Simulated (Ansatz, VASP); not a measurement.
Fe in VASP and in Ansatz

INCAR

```
SYSTEM = Fe
  PREC = Accurate
  ENCUT = 520
  EDIFF = 1E-8
  ISMEAR = 0
  SIGMA = 0.05
  LREAL = .FALSE.
  LASPH = .TRUE.
  NELM = 100
  ALGO = Normal
  ISIF = 2
  LWAVE = .FALSE.
  LCHARG = .FALSE.
  LEFG = .TRUE.
  NBANDS = 15
```

File KPOINTS:

```
regular mesh
0
G
  22 22 12
  0 0 0
```

File POSCAR:

```
Fe
1.0
    2.4064184730      0.0000000000      0.0000000000
   -1.2032092365      2.0840195297      0.0000000000
    0.0000000000      0.0000000000      3.8054675020
Fe
2
Direct
    0.3333333333      0.6666666667      0.2500000000
    0.6666666667      0.3333333333      0.7500000000
```

Input for Ansatz:

```yaml
crystal:
  lattice:
    - [2.406418473, 0.0, 0.0]
    - [-1.2032092365, 2.0840195297, 0.0]
    - [0.0, 0.0, 3.805467502]
  atoms:
    - { symbol: Fe, position: [0.3333333333, 0.6666666667, 0.25] }
    - { symbol: Fe, position: [0.6666666667, 0.3333333333, 0.75] }
basis:
  ecutwfc: 420
  ecutrho_ratio: 4
kpoints:
  mp_grid: { grid: [22, 22, 12] }
hamiltonian:
  xc: lda
scf:
  occupations: { method: gaussian, width: 0.05 }
output:
  forces: true
  stress: true
  eigenvalues: true
  efg: { contact_densities: true, quadrupole_moments_barn: { Fe: 0.16 } }
```

Alike in both runs: task electric field gradients; functional LDA; k mesh 22 × 22 × 12; occupations gaussian, width 0.05 eV; no spin polarisation.

|  | VASP | Ansatz |
| --- | --- | --- |
| version | VASP 6.6.1 | Ansatz 0.2.0 |
| potentials or method | VASP PAW LDA potentials, release 64 (Fe), cutoff 520 eV | scalar-relativistic, plane waves, PAW |
| valence electrons in the cell | 16 | 32 |

Ansatz gave:

* gap on the k mesh at the Fermi level (eV): none
* pressure (GPa): 0.0
* traceless stress, the component that is largest in VASP (GPa): 0.00
* size of Vzz on the site where it differs most (V/Å²): 3.8

Q: Which values does VASP return?

A: gap on the k mesh at the Fermi level (eV): none; pressure (GPa): -0.3; traceless stress, the component that is largest in VASP (GPa): -0.13; size of Vzz on the site where it differs most (V/Å²): 8.0.

LDA's correlation is that of Perdew and Zunger in VASP and of Perdew and Wang (1992) in Ansatz. A gap of «none» marks a metal or a gap that the smearing closes. VASP's potentials hold 16 valence electrons a cell and Ansatz's 32, so a difference there can come from the potentials and not from the codes.
